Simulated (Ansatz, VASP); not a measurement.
## One calculation of Cu, two programs

```xyz
9
Lattice="2.5666 0.0000 0.0000 0.0000 3.6297 0.0000 0.0000 0.0000 25.2665" Properties=species:S:1:pos:R:3 pbc="T T T"
Cu    1.2833    1.8149    7.5946
Cu    0.0000    0.0000    8.7471
Cu    1.2833    1.8149   10.0781
Cu    0.0000    0.0000   11.3476
Cu    1.2833    1.8149   12.6332
Cu    0.0000    0.0000   13.9189
Cu    1.2833    1.8149   15.1884
Cu    0.0000    0.0000   16.5194
Cu    1.2833    1.8149   17.6718
```

Alike in both runs: functional PBE; k mesh 13 × 10 × 1; occupations gaussian, width 0.1 eV; no spin polarisation.

Ansatz relaxed the structure, and its values are those at the end. VASP's run is a single point on that final structure, the one shown.

```csv
,VASP,Ansatz
version,VASP 6.6.1,Ansatz 0.2.0
potentials or method,"VASP PAW PBE potentials, release 64 (Cu), cutoff 520 eV","scalar-relativistic, plane waves, PAW"
valence electrons in the cell,99,171
```

```tsv
	VASP	Ansatz	Ansatz less VASP
gap on the k mesh at the Fermi level (eV)	none	none	-
rms of the force components (eV/Å)	0.009	0.001	-0.0079
work function, face that differs most (eV)	4.32	4.34	+0.020
```

A gap of «none» marks a metal or a gap that the smearing closes. VASP's potentials hold 99 valence electrons a cell and Ansatz's 171, so a difference there can come from the potentials and not from the codes. Ansatz's warnings: xc potential rough in thin density.
